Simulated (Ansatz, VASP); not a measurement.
# Rh: VASP beside Ansatz

```xyz
4
Lattice="2.6917 0.0000 0.0000 -1.3459 2.3311 0.0000 0.0000 0.0000 8.7981" Properties=species:S:1:pos:R:3 pbc="T T T"
Rh    0.0000    0.0000    0.0000
Rh    0.0000    1.5541    2.1995
Rh    0.0000    0.0000    4.3990
Rh    1.3459    0.7770    6.5986
```

Alike in both runs: task relaxation of cell and atoms; functional LDA; k mesh 10 × 10 × 3; occupations fermi-dirac, width 0.05 eV; no spin polarisation.

|  | VASP | Ansatz |
| --- | --- | --- |
| version | VASP 6.6.1 | Ansatz 0.2.0 |
| potentials or method | VASP PAW LDA potentials, release 64 (Rh_pv) | plane waves, PAW |
| plane-wave cutoff (eV) | 600 | 420 |
| valence electrons in the cell | 60 | 68 |

Ansatz gave:

```
relaxed volume (Å³/atom)                                     : 13.24
relaxed cell length with the largest relative difference (Å) : 2.654
```

Problem. What did VASP give for the same quantities?

Solution. Relaxed volume (Å³/atom): 13.28; relaxed cell length with the largest relative difference (Å): 2.657.

LDA's correlation is that of Perdew and Zunger in VASP and of Perdew and Wang (1992) in Ansatz. VASP's potentials hold 60 valence electrons a cell and Ansatz's 68, so a difference there can come from the potentials and not from the codes.
